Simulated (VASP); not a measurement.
# MgO (Cmcm) in VASP: a series of runs

MgO is run at these levels: PBEsol; tasks: single point.

All numbers are computed with VASP 6.6.1; they aren't measurements. Logs are shortened: lines on timing, memory, paths and dates and some standing lists are left out, and cuts for length are marked.

**1. The cell of the first run**

The structure is orthorhombic, space group Cmcm (No. 63). The conventional cell has a = 3.454 Å, b = 5.983 Å, c = 4.292 Å, α = 90.00°, β = 90.00°, γ = 90.00°. Within 2.6 Å of Mg (site symmetry m2m) lie 5 O at 1.98 to 2.15 Å. Within 2.6 Å of O (site symmetry m2m) lie 5 Mg at 1.98 to 2.15 Å.

**2. Single point, PBEsol (mode 5 frozen in at -0.049 Å, strain +e along z and -e/2 along x and y +0.0233)**

INCAR reads:

```
SYSTEM = MgO
PREC = Accurate
ENCUT = 520
EDIFF = 1E-6
ISMEAR = 0
SIGMA = 0.05
LREAL = .FALSE.
LASPH = .TRUE.
NELM = 100
ALGO = Normal
ISIF = 2
LWAVE = .FALSE.
LCHARG = .FALSE.
GGA = PS
NBANDS = 16
```

KPOINTS reads:

```
Automatic mesh
0
G
  9 9 6
  0 0 0
```

POSCAR reads:

```
MgO
1.0
    3.4540523579      0.0000000000      0.0000000000
   -1.7270261790      2.9912970879      0.0000000000
    0.0000000000      0.0000000000      4.2924500482
Mg O
2 2
Direct
    0.6586046991      0.3172093983      0.7500000000
    0.3413953009      0.6827906017      0.2500000000
    0.6726026025      0.3452052050      0.2500000000
    0.3273973975      0.6547947950      0.7500000000
```

Potentials or basis: VASP PAW PBE potentials, release 64 (Mg, O).

Started as:

```
$ cat potpaw_PBE.64/Mg/POTCAR potpaw_PBE.64/O/POTCAR > POTCAR
$ mpirun -np 1 vasp_std > vasp.out
```

OUTCAR:

```text
SYSTEM = MgO
   PREC = Accurate
   ENCUT = 520
   EDIFF = 1E-6
   ISMEAR = 0
   LREAL = .FALSE.
   LASPH = .TRUE.
   NELM = 100
   ISIF = 2
   GGA = PS

 ion  position               nearest neighbor table
   1  0.659  0.317  0.750-   4 1.98   4 2.00   4 2.00   3 2.15   3 2.15   2 2.86   2 2.86   2 2.96
                             2 2.96   2 2.96   2 2.96
   2  0.341  0.683  0.250-   3 1.98   3 2.00   3 2.00   4 2.15   4 2.15   1 2.86   1 2.86   1 2.96
                             1 2.96   1 2.96   1 2.96
   3  0.673  0.345  0.250-   2 1.98   2 2.00   2 2.00   1 2.15   1 2.15
   4  0.327  0.655  0.750-   1 1.98   1 2.00   1 2.00   2 2.15   2 2.15

  LATTYP: Found a hexagonal cell.
 ALAT       =     3.4540523579
 C/A-ratio  =     1.2427287150

  Lattice vectors:

 A1 = (   3.4540523579,   0.0000000000,   0.0000000000)
 A2 = (  -1.7270261790,   2.9912970879,   0.0000000000)
 A3 = (   0.0000000000,   0.0000000000,   4.2924500482)

Analysis of symmetry for initial positions (statically):
=====================================================================
 Subroutine PRICEL returns:
 Original cell was already a primitive cell.

 Routine SETGRP: Setting up the symmetry group for a
 hexagonal supercell.

 Subroutine GETGRP returns: Found  8 space group operations
 (whereof  4 operations were pure point group operations)
 out of a pool of 24 trial point group operations.

The static configuration has the point symmetry C_2h.
 The point group associated with its full space group is D_2h.

Analysis of symmetry for dynamics (positions and initial velocities):
=====================================================================
 Subroutine PRICEL returns:
 Original cell was already a primitive cell.

 Routine SETGRP: Setting up the symmetry group for a
 hexagonal supercell.

 Subroutine GETGRP returns: Found  8 space group operations
 (whereof  4 operations were pure point group operations)
 out of a pool of 24 trial point group operations.

The dynamic configuration has the point symmetry C_2h.
 The point group associated with its full space group is D_2h.

 Subroutine INISYM returns: Found  8 space group operations
 (whereof  4 operations are pure point group operations),
 and found     1 'primitive' translations

----------------------------------------------------------------------------------------

                                     Primitive cell

  volume of cell :      44.3500

  direct lattice vectors                    reciprocal lattice vectors
     3.454052358  0.000000000  0.000000000     0.289515009  0.167151568  0.000000000
    -1.727026179  2.991297088  0.000000000     0.000000000  0.334303137  0.000000000
     0.000000000  0.000000000  4.292450048     0.000000000  0.000000000  0.232967184

  length of vectors
     3.454052358  3.454052358  4.292450048     0.334303137  0.334303137  0.232967184

  position of ions in fractional coordinates (direct lattice)
     0.658604699  0.317209398  0.750000000
     0.341395301  0.682790602  0.250000000
     0.672602602  0.345205205  0.250000000
     0.327397398  0.654794795  0.750000000

  ion indices of the primitive-cell ions
   primitive index   ion index
                 1           1
                 2           2
                 3           3
                 4           4

----------------------------------------------------------------------------------------

 KPOINTS: Automatic mesh

Automatic generation of k-mesh.
 Grid dimensions read from file:
 generate k-points for:    9    9    6

 Generating k-lattice:

  Cartesian coordinates                     Fractional coordinates (reciprocal lattice)
     0.032168334  0.018572396  0.000000000     0.111111111  0.000000000  0.000000000
     0.000000000  0.037144793  0.000000000     0.000000000  0.111111111  0.000000000
     0.000000000  0.000000000  0.038827864     0.000000000  0.000000000  0.166666667

  Length of vectors
     0.037144793  0.037144793  0.038827864

  Shift w.r.t. Gamma in fractional coordinates (k-lattice)
     0.000000000  0.000000000  0.000000000

 Subroutine IBZKPT returns following result:
 ===========================================

 Found    100 irreducible k-points:

 Following reciprocal coordinates:
            Coordinates               Weight
  0.000000  0.000000  0.000000      1.000000
  0.111111  0.000000  0.000000      4.000000
  0.000000  0.111111  0.000000      2.000000
  0.222222  0.000000  0.000000      4.000000
  0.000000  0.222222  0.000000      2.000000
  0.333333 -0.000000  0.000000      4.000000
[... 16 lines left out ...]
 -0.222222 -0.444444  0.000000      4.000000
  0.444444  0.333333  0.000000      4.000000
 [... further k-points ...]
   k-points           NKPTS =    100   k-points in BZ     NKDIM =    100   number of bands    NBANDS=     16
   number of dos      NEDOS =    301   number of ions     NIONS =      4
   total plane-waves  NPLWV =  25088
   dimension x,y,z NGX =    28 NGY =   28 NGZ =   32
   dimension x,y,z NGXF=    56 NGYF=   56 NGZF=   64
   ions per type =               2   2
   NGX,Y,Z   is equivalent  to a cutoff of  13.48, 13.48, 12.39 a.u.
   NGXF,Y,Z  is equivalent  to a cutoff of  26.95, 26.95, 24.79 a.u.
 SYSTEM =  MgO
   PREC   = accura    normal or accurate (medium, high low for compatibility)
   ISTART =      0    job   : 0-new  1-cont  2-samecut
   ICHARG =      2    charge: 1-file 2-atom 10-const
   ISPIN  =      1    spin polarized calculation?
   LNONCOLLINEAR =      F non collinear calculations
   LSORBIT =      F    spin-orbit coupling
   LASPH  =      T    aspherical Exc in radial PAW
   ENCUT  =  520.0 eV  38.22 Ry    6.18 a.u.   6.42  6.42  7.98*2*pi/ulx,y,z
   NELM   =    100;   NELMIN=  2; NELMDL= -5     # of ELM steps
   EDIFF  = 0.1E-05   stopping-criterion for ELM
   LREAL  =      F    real-space projection
   EDIFFG = 0.1E-04   stopping-criterion for IOM
   NSW    =      0    number of steps for IOM
   IBRION =     -1    ionic relax: 0-MD 1-quasi-New 2-CG
   NFREE  =      0    steps in history (QN), initial steepest desc. (CG)
   ISIF   =      2    stress and relaxation
   ISYM   =      2    0-nonsym 1-usesym 2-fastsym
   POTIM  = 0.5000    time-step for ionic-motion
   TEBEG  =    0.0;   TEEND  =   0.0 temperature during run
   PSTRESS=    0.0 pullay stress
   NELECT =      16.0000    total number of electrons
   NUPDOWN=      -1.0000    fix difference up-down
   EMIN   =  10.00;   EMAX   =-10.00  energy-range for DOS
   EFERMI =   0.00;   METHOD = LEGACY
   ISMEAR =     0;   SIGMA  =   0.05  broadening in eV -4-tet -1-fermi 0-gaus
   EFERMI_NEDOS =   21; number of points for ismear=-14 and -15
   IALGO  =     38    algorithm
   IMIX   =      4    mixing-type and parameters
     AMIX     =   0.40;   BMIX     =  1.00
     AMIX_MAG =   1.60;   BMIX_MAG =  1.00
  volume/ion in A,a.u.               =      11.09        74.82
  Fermi-wavevector in a.u.,A,eV,Ry     =   1.165423  2.202330 18.479580  1.358211
  Thomas-Fermi vector in A             =   2.301949
   LORBIT       =      0    0 simple, 1 ext, 2 COOP (PROOUT), +10 PAW based schemes
   GGA     = PS    functional components
   LHFCALC =     F    Hartree Fock is set to
   AEXX    =    0.0000 exact exchange contribution
   IVDW    =     0    specifies the selected vdW correction
   LEPSILON=     F    determine dielectric tensor
   LRPA    =     F    only Hartree local field effects (RPA)
 non-spin polarized calculation
 Gauss-broadening in eV      SIGMA  =   0.05
  energy-cutoff  :      520.00
  volume of cell :       44.35
 maximum number of plane-waves:      1207
 NGX is ok and might be reduce to    28
   NGX = 13   NGY = 13   NGZ = 15

 number of electron      15.9999990 magnetization

 Free energy of the ion-electron system (eV)
  ---------------------------------------------------
  ext. energy  EPLUGINS =         0.00000000
  ---------------------------------------------------
  free energy    TOTEN  =       -24.71662090 eV

  energy without entropy =      -24.71662090  energy(sigma->0) =      -24.71662090

 E-fermi :   2.2052     XC(G=0): -10.2847

 val. band max:        1.8928187366   @ k =   0.0000   0.0000   0.0000
 cond. band min:       5.1064304011   @ k =   0.0000   0.0000   0.0000
 fundamental gap:      3.2136116646
 Fermi energy:         2.2052359100

 k-point     1 :       0.0000    0.0000    0.0000
  band No.  band energies     occupation
      1     -14.9849      2.00000
      2     -13.6364      2.00000
      3      -1.8905      2.00000
      4       0.1328      2.00000
      5       0.1843      2.00000
      6       0.9171      2.00000
[... 8 lines left out ...]
     15      17.2769      0.00000
     16      17.5370      0.00000

 k-point     2 :       0.1111    0.0000    0.0000
  band No.  band energies     occupation
      1     -14.9217      2.00000
      2     -13.6426      2.00000
      3      -1.7876      2.00000
      4      -0.0626      2.00000
      5       0.0760      2.00000
      6       0.6967      2.00000
[... 8 lines left out ...]
     15      16.8500      0.00000
     16      16.9550      0.00000

 k-point     3 :       0.0000    0.1111    0.0000
  band No.  band energies     occupation
      1     -14.9232      2.00000
      2     -13.6399      2.00000
      3      -1.7909      2.00000
      4      -0.0501      2.00000
      5       0.0470      2.00000
      6       0.6246      2.00000
[... 8 lines left out ...]
     15      16.8435      0.00000
     16      16.8504      0.00000

 k-point     4 :       0.2222    0.0000    0.0000
  band No.  band energies     occupation
      1     -14.7474      2.00000
      2     -13.6705      2.00000
      3      -1.4917      2.00000
      4      -0.6513      2.00000
      5      -0.1307      2.00000
      6       0.2286      2.00000
[... 8 lines left out ...]
     15      15.8357      0.00000
     16      16.2535      0.00000
[... 324 lines left out ...]
 k-point    22 :       0.3333    0.2222    0.0000
  band No.  band energies     occupation
      1     -14.1918      2.00000
      2     -13.8895      2.00000
      3      -1.7299      2.00000
      4      -0.5702      2.00000
      5      -0.3761      2.00000
      6      -0.1884      2.00000
[... 8 lines left out ...]
     15      15.9314      0.00000
     16      16.8972      0.00000

 k-point    23 :      -0.2222   -0.4444    0.0000
  band No.  band energies     occupation
      1     -14.2167      2.00000
      2     -13.8603      2.00000
      3      -1.7777      2.00000
      4      -0.5648      2.00000
      5      -0.4347      2.00000
      6      -0.1626      2.00000
[... 8 lines left out ...]
     15      16.1473      0.00000
     16      16.7046      0.00000

 k-point    24 :       0.4444    0.3333    0.0000
  band No.  band energies     occupation
      1     -14.1728      2.00000
      2     -13.9112      2.00000
      3      -1.7063      2.00000
      4      -0.5466      2.00000
      5      -0.3319      2.00000
      6      -0.2217      2.00000
[... 8 lines left out ...]
     15      15.7446      0.00000
     16      16.9193      0.00000

 [... further k-points ...]
[... 5 lines left out ...]
  --------------------------------------------------------------------------------------
  -------------------------------------------------------------------------------------
  Total        0.3172724      0.5845551     -1.0844549     -0.0000000      0.0000000      0.0000000
  in kB       11.4617038     21.1174923    -39.1767464     -0.0000000      0.0000000      0.0000000
  external PRESSURE =      -2.1991834 kB  Pullay stress =       0.0000000 kB

 VOLUME and BASIS-vectors are now :
 -----------------------------------------------------------------------------
  energy-cutoff  :      520.00
  volume of cell :       44.35
      direct lattice vectors                 reciprocal lattice vectors
     3.454052358  0.000000000  0.000000000     0.289515009  0.167151568  0.000000000
    -1.727026179  2.991297088  0.000000000     0.000000000  0.334303137  0.000000000
     0.000000000  0.000000000  4.292450048     0.000000000  0.000000000  0.232967184

 POSITION                                       TOTAL-FORCE (eV/Angst)
 -----------------------------------------------------------------------------------
      1.72703      0.94887      3.21934        -0.000000      0.384270     -0.000000
      0.00000      2.04243      1.07311         0.000000     -0.384270      0.000000
      1.72703      1.03261      1.07311         0.000000     -0.138858     -0.000000
     -0.00000      1.95869      3.21934        -0.000000      0.138858     -0.000000
 -----------------------------------------------------------------------------------
    total drift:                                0.000000     -0.000000      0.000000

  FREE ENERGIE OF THE ION-ELECTRON SYSTEM (eV)
  ---------------------------------------------------
  free  energy   TOTEN  =       -24.7166208968 eV

  energy  without entropy=      -24.7166208968  energy(sigma->0) =      -24.71662090
```

Run time: 78 s. Hardware: 1 thread of Intel Xeon Platinum 8488C (Sapphire Rapids), shared host; peak memory 0.21 GiB.

Results:

```
Free energy            : -24.7166 eV
Pressure               : -0.2 GPa
Largest force          : 0.384 eV/Å
Band gap on the k mesh : 3.21 eV, direct
```

Forces in eV/Å, atoms in the order of the input:
```
Mg   0.000  0.384  0.000
Mg   0.000 -0.384  0.000
O    0.000 -0.139  0.000
O    0.000  0.139  0.000
```

Stress tensor (GPa, compression positive):
```
 1.15  0.00  0.00
 0.00  2.11  0.00
 0.00  0.00 -3.92
```

Caveat: the cell differs from its parent crystal (mode 5 frozen in at -0.049 Å, strain +e along z and -e/2 along x and y +0.0233); the PAW data sets were made with another functional, which shifts forces and pressure a little.

**3. Single point, PBEsol (mode 5 frozen in at -0.049 Å, strain +e along z and -e/2 along x and y +0.0700)**

INCAR reads:

```
ALGO = Normal
EDIFF = 1E-6
ENCUT = 520
GGA = PS
ISIF = 2
ISMEAR = 0
LASPH = True
LCHARG = False
LREAL = False
LWAVE = False
NBANDS = 16
NELM = 80
PREC = Accurate
SIGMA = 0.05
```

KPOINTS reads:

```
k-points
0
Gamma
  9 9 6
```

POSCAR reads:

```
MgO
1.0
    3.3724495628      0.0000000000      0.0000000000
   -1.6862247814      2.9206269943      0.0000000000
    0.0000000000      0.0000000000      4.4883431560
Mg O
2 2
Direct
    0.6586046991      0.3172093983      0.7500000000
    0.3413953009      0.6827906017      0.2500000000
    0.6726026025      0.3452052050      0.2500000000
    0.3273973975      0.6547947950      0.7500000000
```

Potentials or basis: VASP PAW PBE potentials, release 64 (Mg, O).

Started as:

```
$ cat potpaw_PBE.64/Mg/POTCAR potpaw_PBE.64/O/POTCAR > POTCAR
$ mpirun -np 1 vasp_std > vasp.out
```

It took 70 s on 1 thread of Intel Xeon Platinum 8488C (Sapphire Rapids), shared host; peak memory 0.21 GiB.

The run converged. Its results:

| Item | Value |
| --- | --- |
| Free energy | -24.5812 eV |
| Pressure | 2.3 GPa |
| Largest force | 0.378 eV/Å |
| Band gap on the k mesh | 3.17 eV, direct |

Forces on the atoms (eV/Å):
```
Mg   0.000  0.378  0.000
Mg   0.000 -0.378  0.000
O    0.000 -0.067  0.000
O    0.000  0.067  0.000
```

Stress tensor (GPa, compression positive):
```
 6.72  0.00  0.00
 0.00  8.27  0.00
 0.00  0.00 -8.12
```

Levels at points of the mesh, in eV from the valence-band top:
```
           k point  band 4  band 5  band 6  band 7  band 8  band 9  band 10  band 11  band 12  band 13
(0.00, 0.00, 0.00)   -1.72   -1.68   -1.10   -0.97    0.00    3.17     9.00    11.04    12.86    13.26
(0.00, 0.00, 0.50)   -2.52   -1.39   -1.39   -1.36   -1.36    6.13     6.13    13.36    13.36    13.44
```

Caveat: the cell differs from its parent crystal (mode 5 frozen in at -0.049 Å, strain +e along z and -e/2 along x and y +0.0700); the PAW data sets were made with another functional, which shifts forces and pressure a little.

[end of part 1 of 2]
